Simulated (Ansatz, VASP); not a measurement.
**Two plane-wave programs on MgB2**

```
CELL_PARAMETERS angstrom
3.07290 0.00000 0.00000
-1.53645 2.66121 0.00000
0.00000 0.00000 3.53200
ATOMIC_POSITIONS crystal
Mg 0.00000 0.00000 0.00000
B 0.33333 0.66667 0.50000
B 0.66667 0.33333 0.50000
```

Alike in both runs: task relaxation of cell and atoms; functional PBE; k mesh 15 × 15 × 12; occupations fermi-dirac, width 0.15 eV; no spin polarisation.

```csv
,VASP,Ansatz
version,VASP 6.6.1,Ansatz 0.2.0
potentials or method,"VASP PAW PBE potentials, release 64 (Mg, B), cutoff 600 eV","scalar-relativistic, plane waves, PAW"
valence electrons in the cell,8,16
```

Ansatz gave:

| Item | Value |
| --- | --- |
| gap on the k mesh at the Fermi level, each at its own relaxed structure (eV) | none |
| relaxed volume (Å³/atom) | 9.63 |
| relaxed cell length with the largest relative difference (Å) | 3.526 |

Q: Estimate VASP's values.

A: gap on the k mesh at the Fermi level, each at its own relaxed structure (eV): none; relaxed volume (Å³/atom): 9.61; relaxed cell length with the largest relative difference (Å): 3.521.

A gap of «none» marks a metal or a gap that the smearing closes. VASP's potentials hold 8 valence electrons a cell and Ansatz's 16, so a difference there can come from the potentials and not from the codes.
